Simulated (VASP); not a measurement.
Set up this calculation in VASP 6.6.1, as the native input.

- Task: single point
- Functional: r2SCAN
- Potentials or basis: VASP PAW PBE potentials, release 64 (B, N)
- Cutoff: 520 eV
- k mesh: 12 × 12 × 6
- Occupations: gaussian, width 0.05 eV
- Spin: no spin polarisation
- Dipole correction: no
- Further INCAR settings: ALGO = Normal; EDIFF = 1e-06; NBANDS = 16

Crystal: BN.

```
CELL_PARAMETERS angstrom
2.55394 0.00000 0.00000
-1.27697 2.21178 0.00000
0.00000 0.00000 4.22685
ATOMIC_POSITIONS crystal
B 0.66667 0.33333 0.99972
B 0.33333 0.66667 0.49972
N 0.66667 0.33333 0.66076
N 0.33333 0.66667 0.16076
```

This cell differs from its parent crystal: all N atoms moved +0.150 Å, as atom 3 along Cartesian [0 0 1].

The input as run:

POSCAR

```
BN
1.0
    2.5539396017      0.0000000000      0.0000000000
   -1.2769698009      2.2117765748      0.0000000000
    0.0000000000      0.0000000000      4.2268550000
B N
2 2
Direct
    0.6666666667      0.3333333333      0.9997240000
    0.3333333333      0.6666666667      0.4997240000
    0.6666666667      0.3333333333      0.6607633777
    0.3333333333      0.6666666667      0.1607633777
```

INCAR.step1

```
ALGO = Normal
EDIFF = 1E-4
ENCUT = 520
GGA = PE
ISMEAR = 0
LASPH = True
LCHARG = False
LREAL = False
LWAVE = True
NBANDS = 16
NELM = 80
PREC = Accurate
SIGMA = 0.05
```

INCAR.step2

```
ALGO = Normal
EDIFF = 1E-6
ENCUT = 520
ISIF = 2
ISMEAR = 0
ISTART = 1
LASPH = True
LCHARG = False
LMIXTAU = True
LREAL = False
LWAVE = False
METAGGA = R2SCAN
NBANDS = 16
NELM = 80
PREC = Accurate
SIGMA = 0.05
```

KPOINTS

```
k-points
0
Gamma
  12 12 6
```

Potentials or basis: VASP PAW PBE potentials, release 64 (B, N).

Command:

```bash
$ cat potpaw_PBE.64/B/POTCAR potpaw_PBE.64/N/POTCAR > POTCAR
$ cp INCAR.step1 INCAR
$ mpirun -np 1 vasp_std > vasp.out
$ cp INCAR.step2 INCAR
$ mpirun -np 1 vasp_std > vasp.out
```

It gave:

```
Pressure               : 2.6 GPa
Largest force          : 4.599 eV/Å
Band gap on the k mesh : 3.33 eV, indirect (least direct gap 7.56 eV)
```

Caveat: the cell differs from its parent crystal (all N atoms moved +0.150 Å, as atom 3 along Cartesian [0 0 1]); the PAW data sets were made with another functional, which shifts forces and pressure a little.

It took 92 s on 1 thread of AMD EPYC 7R43 64-Core Processor (Zen 3) (shared host), peak memory 0.11 GiB.
